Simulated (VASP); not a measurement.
## Rb: single point with PBEsol

Crystal: Rb.

```xyz
2
Lattice="4.9707 0.0000 0.0000 -2.4853 4.3047 0.0000 0.0000 0.0000 8.0969" Properties=species:S:1:pos:R:3 pbc="T T T"
Rb    0.0000    2.8698    2.0242
Rb    2.4853    1.4349    6.0726
```

```yaml
Program: VASP 6.6.1
Task: single point
Functional: PBEsol
Potentials_or_basis: VASP PAW PBE potentials, release 64 (Rb_sv)
Cutoff: 520 eV
k_mesh: 12 × 12 × 6
Occupations: gaussian, width 0.1 eV
Spin: no spin polarisation
Dipole_correction: no
Further_INCAR_settings: ALGO = Fast; EDIFF = 1e-06; NBANDS = 16
```

- Pressure: 0.0 GPa
- Band gap on the k mesh: zero (band 9 reaches 1.12 eV, above the bottom of band 10 at -1.29 eV)

Levels at points of the mesh, in eV from the Fermi level:
```tsv
k point	band 5	band 6	band 7	band 8	band 9	band 10	band 11	band 12	band 13	band 14
(0.00, 0.00, 0.00)	-12.86	-12.85	-12.85	-12.85	-2.02	0.14	0.71	3.53	3.53	3.62
(0.50, 0.00, 0.00)	-12.91	-12.89	-12.87	-12.86	0.05	0.34	1.31	1.57	2.13	2.56
(0.00, 0.00, 0.50)	-12.86	-12.86	-12.86	-12.86	-1.32	-1.32	2.37	2.37	3.56	3.56
(0.50, 0.00, 0.50)	-12.88	-12.88	-12.88	-12.88	0.41	0.41	0.96	0.96	2.56	2.56
```

Run time: 3 min on 1 thread of Intel(R) Xeon(R) Platinum 8259CL CPU @ 2.50GHz (Skylake/Cascade Lake), with other jobs on the host, peak memory 0.39 GiB.

Caveat: the PAW data sets were made with another functional, which shifts forces and pressure a little.
